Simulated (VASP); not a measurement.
Here is a VASP 6.6.1 calculation.

INCAR

```
SYSTEM = Be
PREC = Accurate
ENCUT = 520
EDIFF = 1E-7
ISMEAR = 0
SIGMA = 0.1
LREAL = .False.
LASPH = .True.
NELM = 100
ALGO = Fast
ISIF = 2
LWAVE = .False.
LCHARG = .False.
GGA = PS
NBANDS = 12
```

Contents of KPOINTS:

```
Automatic mesh
0
Gamma
  10 10 16
  0 0 0
```

Contents of POSCAR:

```
Be
1.0
    3.7468140000      0.0000000000      0.0000000000
    0.0000000000      3.7468140000      0.0000000000
    0.0000000000      0.0000000000      2.2812800000
Be
4
Direct
    0.2881387915      0.3039709092     -0.0064086828
    0.7025920000      0.7025920000      0.0000000000
    0.2025920000      0.7974080000      0.5000000000
    0.7974080000      0.2025920000      0.5000000000
```

Potentials or basis: VASP PAW PBE potentials, release 64 (Be).

Command:

```sh
$ cat potpaw_PBE.64/Be/POTCAR > POTCAR
$ mpirun -np 1 vasp_std > vasp.out
```

Question: Predict the band gap on the k mesh.

Answer: Zero (band 4 reaches 7.79 eV, above the bottom of band 5 at 5.86 eV).

Question: Estimate the largest force.

Answer: 0.257 eV/Å.

Stress tensor (GPa, compression positive):
```
-1.38  0.04  0.14
 0.04  0.60  0.07
 0.14  0.07 -1.30
```

Caveat: the cell differs from its parent crystal (one atom moved); the PAW data sets were made with another functional, which shifts forces and pressure a little.
